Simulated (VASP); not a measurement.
Here is a VASP 6.6.1 calculation.

INCAR

```
PREC = Accurate
ENCUT = 1000
EDIFF = 1E-6
ISMEAR = -1
SIGMA = 0.02
LREAL = F
LASPH = T
NELM = 200
ALGO = Normal
ISIF = 2
LWAVE = F
LCHARG = F
ISPIN = 2
MAGMOM = 1 1 1 1 1 1 1 1 1 1 1 1
LORBIT = 11
GGA = PE
NBANDS = 52
GGA_COMPAT = F
```

File KPOINTS:

```
regular mesh
0
Gamma
  1 1 1
```

Contents of POSCAR:

```
O
1.0
    7.1569970000      0.0000000000      0.0000000000
    0.0000000000      7.1569970000      0.0000000000
    0.0000000000      0.0000000000      7.1569970000
O
12
Direct
   -0.0272213118      0.6679825815      0.5051912421
    0.0956482112      0.7802994885      0.4675421124
    0.7246454147      0.0676446059      0.4563660765
    0.8324256401      0.1961802800      0.4864069004
    0.2659556449      0.5872487926      0.1089097685
    0.2032942140      0.6830512286     -0.0173511270
    0.5735607616      0.6176881089      0.7651645609
    0.5077432064      0.5297675493      0.6349837249
    0.2997583879      0.1551061888      0.6409942219
    0.2579348131      0.1232855640      0.8033149683
    0.8154793905      0.8640073445      0.0772580484
    0.8300835275      0.9240439674     -0.0817277973
```

Potentials or basis: VASP PAW PBE potentials, release 64 (O_h).

Command:

```console
$ cat potpaw_PBE.64/O_h/POTCAR > POTCAR
$ mpirun -np 1 vasp_gam > vasp.out
```

Question: What does it give for the largest force?

Answer: 0.205 eV/Å.

Question: Predict the site moments.

Answer: O +0.62 μB.

Question: Predict the net moment.

Answer: 12.00 μB per cell.

Stress tensor (GPa, compression positive):
```
 0.05 -0.05 -0.02
-0.05  0.02  0.12
-0.02  0.12 -0.10
```

Caveat: the k points lie up to 0.88 Å⁻¹ apart, too coarse for converged energies, forces and pressures.
